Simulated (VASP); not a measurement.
# ScAl (Pm-3m) in VASP: notebook, part 2 of 2

VASP 6.6.1. Earlier steps stand in the parts before.

### Step 4. Single point, r2SCAN

POSCAR reads:

```
ScAl
1.0
    3.3703489700      0.0000000000      0.0000000000
    0.0000000000      3.3703489700      0.0000000000
    0.0000000000      0.0000000000      3.3703489700
Sc Al
1 1
Direct
    0.5000000000      0.5000000000      0.5000000000
    0.0000000000      0.0000000000      0.0000000000
```

INCAR.step1 reads:

```
SYSTEM = ScAl
PREC = Accurate ; ENCUT = 520
ISMEAR = 0 ; SIGMA = 0.2
LREAL = .FALSE. ; LASPH = .TRUE.
NELM = 100 ; NBANDS = 14
GGA = PE ; ALGO = Normal
EDIFF = 1E-4 ; LWAVE = .TRUE.
LCHARG = .FALSE.
```

INCAR.step2 reads:

```
SYSTEM = ScAl
PREC = Accurate ; ENCUT = 520
EDIFF = 1E-7 ; ISMEAR = 0
SIGMA = 0.2 ; LREAL = .FALSE.
LASPH = .TRUE. ; NELM = 100
ALGO = Normal ; ISIF = 2
LWAVE = .FALSE. ; LCHARG = .FALSE.
METAGGA = R2SCAN ; LMIXTAU = .TRUE.
NBANDS = 14 ; ISTART = 1
```

KPOINTS reads:

```
regular mesh
0
G
  12 12 12
  0 0 0
```

Potentials or basis: VASP PAW PBE potentials, release 64 (Sc_sv, Al).

Command:

```bash
cat potpaw_PBE.64/Sc_sv/POTCAR potpaw_PBE.64/Al/POTCAR > POTCAR
cp INCAR.step1 INCAR
mpirun -np 1 vasp_std > vasp.out
cp INCAR.step2 INCAR
mpirun -np 1 vasp_std > vasp.out
```

OUTCAR:

```text
SYSTEM = ScAl
   PREC = Accurate
   ENCUT = 520
   EDIFF = 1E-7
   ISMEAR = 0
   LREAL = .FALSE.
   LASPH = .TRUE.
   NELM = 100
   ISIF = 2
   METAGGA = R2SCAN
   ISTART = 1

 ion  position               nearest neighbor table
   1  0.500  0.500  0.500-   2 2.92   2 2.92   2 2.92   2 2.92   2 2.92   2 2.92   2 2.92   2 2.92

   2  0.000  0.000  0.000-   1 2.92   1 2.92   1 2.92   1 2.92   1 2.92   1 2.92   1 2.92   1 2.92

  LATTYP: Found a simple cubic cell.
 ALAT       =     3.3703489700

  Lattice vectors:

 A1 = (   3.3703489700,   0.0000000000,   0.0000000000)
 A2 = (   0.0000000000,   3.3703489700,   0.0000000000)
 A3 = (   0.0000000000,   0.0000000000,   3.3703489700)

Analysis of symmetry for initial positions (statically):
=====================================================================
 Subroutine PRICEL returns:
 Original cell was already a primitive cell.

 Routine SETGRP: Setting up the symmetry group for a
 simple cubic supercell.

 Subroutine GETGRP returns: Found 48 space group operations
 (whereof 48 operations were pure point group operations)
 out of a pool of 48 trial point group operations.

The static configuration has the point symmetry O_h .

Analysis of symmetry for dynamics (positions and initial velocities):
=====================================================================
 Subroutine PRICEL returns:
 Original cell was already a primitive cell.

 Routine SETGRP: Setting up the symmetry group for a
 simple cubic supercell.

 Subroutine GETGRP returns: Found 48 space group operations
 (whereof 48 operations were pure point group operations)
 out of a pool of 48 trial point group operations.

The dynamic configuration has the point symmetry O_h .

 Subroutine INISYM returns: Found 48 space group operations
 (whereof 48 operations are pure point group operations),
 and found     1 'primitive' translations

----------------------------------------------------------------------------------------

                                     Primitive cell

  volume of cell :      38.2846

[... 119 lines left out ...]
 non-spin polarized calculation
 Gauss-broadening in eV      SIGMA  =   0.20
  energy-cutoff  :      520.00
  volume of cell :       38.28
 maximum number of plane-waves:      1064
 NGX is ok and might be reduce to    28
   NGX = 13   NGY = 13   NGZ = 13

 number of electron      14.0000002 magnetization

 Free energy of the ion-electron system (eV)
  ---------------------------------------------------
  ext. energy  EPLUGINS =         0.00000000
  ---------------------------------------------------
  free energy    TOTEN  =       -19.06710949 eV

  energy without entropy =      -19.05204777  energy(sigma->0) =      -19.05957863

 E-fermi :   6.1500     XC(G=0): -11.0284

 val. band max:        6.1007978528   @ k =   0.5000   0.4167   0.1667
 cond. band min:       6.1642531240   @ k =   0.3333   0.0000   0.0000
 fundamental gap:      0.0634552712
 Fermi energy:         6.1500302949

 k-point     1 :       0.0000    0.0000    0.0000
  band No.  band energies     occupation
      1     -45.4560      2.00000
      2     -23.0677      2.00000
      3     -23.0677      2.00000
      4     -23.0677      2.00000
      5      -2.8961      2.00000
      6       5.4394      2.00000
      7       5.4394      2.00000
      8       9.0989      0.00000
      9       9.0989      0.00000
     10       9.0989      0.00000
     11      10.0175      0.00000
     12      10.0175      0.00000
     13      10.0175      0.00000
     14      15.0229      0.00000
[... 377 lines left out ...]
      1     -45.4304      2.00000
      2     -23.2225      2.00000
      3     -23.1851      2.00000
      4     -23.0394      2.00000
      5       0.5011      2.00000
      6       3.1807      2.00000
      7       4.5392      2.00000
      8       6.4237      0.05299
      9       7.6544      0.00000
     10       8.1119      0.00000
     11      10.0024      0.00000
     12      11.3863      0.00000
     13      12.3312      0.00000
     14      13.9539      0.00000

 [... further k-points ...]

------------------------ aborting loop because EDIFF is reached ----------------------------------------

  FORCE on cell =-STRESS in cart. coord.  units (eV):
  Direction    XX          YY          ZZ          XY          YZ          ZX
  --------------------------------------------------------------------------------------
  -------------------------------------------------------------------------------------
  Total        0.0435209      0.0435209      0.0435209      0.0000000      0.0000000      0.0000000
  in kB        1.8213083      1.8213083      1.8213083      0.0000000      0.0000000      0.0000000
  external PRESSURE =       1.8213083 kB  Pullay stress =       0.0000000 kB

 VOLUME and BASIS-vectors are now :
 -----------------------------------------------------------------------------
  energy-cutoff  :      520.00
  volume of cell :       38.28
      direct lattice vectors                 reciprocal lattice vectors
     3.370348970  0.000000000  0.000000000     0.296705181  0.000000000  0.000000000
     0.000000000  3.370348970  0.000000000     0.000000000  0.296705181  0.000000000
     0.000000000  0.000000000  3.370348970     0.000000000  0.000000000  0.296705181

 POSITION                                       TOTAL-FORCE (eV/Angst)
 -----------------------------------------------------------------------------------
      1.68517      1.68517      1.68517         0.000000      0.000000      0.000000
      0.00000      0.00000      0.00000         0.000000      0.000000      0.000000
 -----------------------------------------------------------------------------------
    total drift:                                0.000000      0.000000      0.000000

  FREE ENERGIE OF THE ION-ELECTRON SYSTEM (eV)
  ---------------------------------------------------
  free  energy   TOTEN  =       -19.0671094864 eV

  energy  without entropy=      -19.0520477702  energy(sigma->0) =      -19.05957863
```

OUTCAR.step1:

```text
SYSTEM = ScAl
   PREC = Accurate
   ENCUT = 520
   ISMEAR = 0
   LREAL = .FALSE.
   LASPH = .TRUE.
[... 631 lines left out ...]
      1.68517      1.68517      1.68517         0.000000      0.000000      0.000000
      0.00000      0.00000      0.00000         0.000000      0.000000      0.000000
 -----------------------------------------------------------------------------------
    total drift:                                0.000000      0.000000      0.000000

  FREE ENERGIE OF THE ION-ELECTRON SYSTEM (eV)
  ---------------------------------------------------
  free  energy   TOTEN  =       -10.8956832734 eV

  energy  without entropy=      -10.8787518863  energy(sigma->0) =      -10.88721758
```

OSZICAR.step1:

```text
N       E                     dE             d eps       ncg     rms          rms(c)
DAV:   1     0.119460373137E+03    0.11946E+03   -0.67060E+03  2446   0.936E+02
DAV:   2    -0.884476089890E+01   -0.12831E+03   -0.12499E+03  2388   0.309E+02
DAV:   3    -0.119603438803E+02   -0.31156E+01   -0.30499E+01  3510   0.596E+01
DAV:   4    -0.120329770163E+02   -0.72633E-01   -0.72531E-01  2816   0.782E+00
DAV:   5    -0.120362758049E+02   -0.32988E-02   -0.32986E-02  3534   0.153E+00    0.731E+00
DAV:   6    -0.109452299198E+02    0.10910E+01   -0.18513E+00  3618   0.197E+01    0.204E+00
DAV:   7    -0.109081304839E+02    0.37099E-01   -0.93470E-02  3852   0.289E+00    0.931E-01
DAV:   8    -0.108963325688E+02    0.11798E-01   -0.15530E-02  3358   0.140E+00    0.238E-01
DAV:   9    -0.108957310390E+02    0.60153E-03   -0.23124E-03  3586   0.790E-01    0.113E-01
DAV:  10    -0.108956832734E+02    0.47766E-04   -0.41941E-04  3480   0.297E-01
   1 F= -.10895683E+02 E0= -.10887218E+02  d E =-.169314E-01
```

It took 1.8 min on 1 thread of Intel Xeon 6975P-C (Granite Rapids), shared host; peak memory 0.18 GiB.

What came out:

```
Free energy            : -19.0671 eV
Pressure               : 0.2 GPa
Band gap on the k mesh : zero (bands 7 and 8 overlap by 1.27 eV)
```

Caveat: the PAW data sets were made with another functional, which shifts forces and pressure a little.

### Step 5. The runs side by side

```csv
smearing,gap on the mesh (eV),pressure (GPa)
gaussian 0.02 eV,none,0.1
gaussian 0.05 eV,none,0.1
gaussian 0.2 eV,none,0.2
```

Alike in all rows: task single point; level r2SCAN; potentials or basis VASP PAW PBE potentials, release 64 (Sc_sv, Al); no spin polarisation; cell as given; k mesh 12 × 12 × 12; cutoff (eV) 520.

Caveats: the PAW data sets were made with another functional, which shifts forces and pressure a little.

Total energies depend on the potentials used, so only differences within one code and one set of settings carry meaning.
